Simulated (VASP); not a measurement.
BN (zinc blende), 2 atoms in the cell. The structure is cubic, space group F-43m (No. 216). The conventional cell has a = 3.566 Å, b = 3.566 Å, c = 3.566 Å, α = 90.00°, β = 90.00°, γ = 90.00°. B (site symmetry -43m) has 4 N at 1.54 Å within 2.1 Å. N (site symmetry -43m) has 4 B at 1.54 Å within 2.1 Å. 

| Item | Value |
| --- | --- |
| Program | VASP 6.6.1 |
| Task | vibrations by perturbation theory |
| Functional | PBE |
| Potentials or basis | VASP PAW PBE potentials, release 64 (B, N) |
| Cutoff | 600 eV |
| k mesh | 10 × 10 × 10 |
| Occupations | gaussian, width 0.01 eV |
| Spin | no spin polarisation |
| Dipole correction | no |
| Further INCAR settings | ALGO = Normal; EDIFF = 1e-08; NBANDS = 11; IBRION = 8; NSW = 1 |

Potentials or basis: VASP PAW PBE potentials, release 64 (B, N).

Launch:

```console
$ cat potpaw_PBE.64/B/POTCAR potpaw_PBE.64/N/POTCAR > POTCAR
$ mpirun -np 1 vasp_std > vasp.out
```

Hardware: 1 thread of Intel(R) Xeon(R) Platinum 8559C (Emerald Rapids), with other jobs on the host.

Question: How long does it take, and how much memory?

Answer: It took 43 s on 1 thread of Intel(R) Xeon(R) Platinum 8559C (Emerald Rapids) (shared host), peak memory 0.17 GiB. Counts: scf iterations 36, k points 47.
